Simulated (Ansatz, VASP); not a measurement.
## Si2W in VASP and in Ansatz

```
Si W
1.0
    -1.57049    1.57049    3.99769
     1.57049   -1.57049    3.99769
     1.57049    1.57049   -3.99769
Si W
2 1
Direct
  0.36683 0.36683 0.00000
  0.63317 0.63317 0.00000
  0.00000 0.00000 0.00000
```

Alike in both runs: task single point; functional LDA; k mesh 18 × 18 × 18; occupations gaussian, width 0.15 eV; no spin polarisation.

```csv
,VASP,Ansatz
version,VASP 6.6.1,Ansatz 0.2.0
potentials or method,"VASP PAW LDA potentials, release 64 (Si, W_sv), cutoff 520 eV","scalar-relativistic, plane waves, PAW"
valence electrons in the cell,22,22
```

```csv
,VASP,Ansatz,Ansatz less VASP
gap on the k mesh at the Fermi level (eV),none,none,-
pressure (GPa),22.1,21.4,-0.74
"traceless stress, the component that is largest in VASP (GPa)",6.69,7.10,+0.406
rms of the force components (eV/Å),3.413,3.410,-0.0032
```

Ansatz warns that its potentials were made for another functional, while VASP's fit it. LDA's correlation is that of Perdew and Zunger in VASP and of Perdew and Wang (1992) in Ansatz. Atom by atom the forces differ by 0.003 eV/Å (rms over components). A gap of «none» marks a metal or a gap that the smearing closes.

Neither program's run includes spin-orbit coupling.
